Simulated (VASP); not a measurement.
Write the native input for VASP 6.6.1 that does the following.

| Quantity | Value |
| --- | --- |
| Task | single point |
| Functional | PBE |
| Potentials or basis | VASP PAW PBE potentials, release 64 (Ni) |
| Cutoff | 520 eV |
| k mesh | 13 × 13 × 13 |
| Occupations | fermi-dirac, width 0.1 eV |
| Spin | collinear spin, ferromagnetic start |
| Starting moments | [1.43] μB |
| Fixed moment | 1.43 μB |
| Dipole correction | no |
| Further INCAR settings | ALGO = Normal; EDIFF = 1e-07; NBANDS = 15 |

The structure of Ni lies in POSCAR:

```
Ni
1.0
    0.0000000000      1.7701000000      1.7701000000
    1.7701000000      0.0000000000      1.7701000000
    1.7701000000      1.7701000000      0.0000000000
Ni
1
Direct
    0.0000000000      0.0000000000      0.0000000000
```

The input as run:

INCAR

```
ALGO = Normal
EDIFF = 1E-7
ENCUT = 520
GGA = PE
ISIF = 2
ISMEAR = -1
ISPIN = 2
LASPH = True
LCHARG = False
LMAXMIX = 4
LORBIT = 11
LREAL = False
LWAVE = False
MAGMOM = 1.43
NBANDS = 15
NELM = 150
NUPDOWN = 1.43
PREC = Accurate
SIGMA = 0.1
```

KPOINTS

```
k-points
0
Gamma
  13 13 13
```

Potentials or basis: VASP PAW PBE potentials, release 64 (Ni).

Command:

```bash
$ cat potpaw_PBE.64/Ni/POTCAR > POTCAR
$ mpirun -np 1 vasp_std > vasp.out
```

Results of the run:

The pressure is 6.7 GPa and the net moment is 1.43 μB per cell. The site moments are Ni +1.38 μB and the valence electrons inside the program's atomic spheres are Ni 9.24.

Caveat: the total moment is fixed, so each spin has its own Fermi level.

Wall time 28 s on 1 thread of Intel(R) Xeon(R) Platinum 8259CL CPU @ 2.50GHz (Skylake/Cascade Lake), on a shared host, peak memory 0.14 GiB.
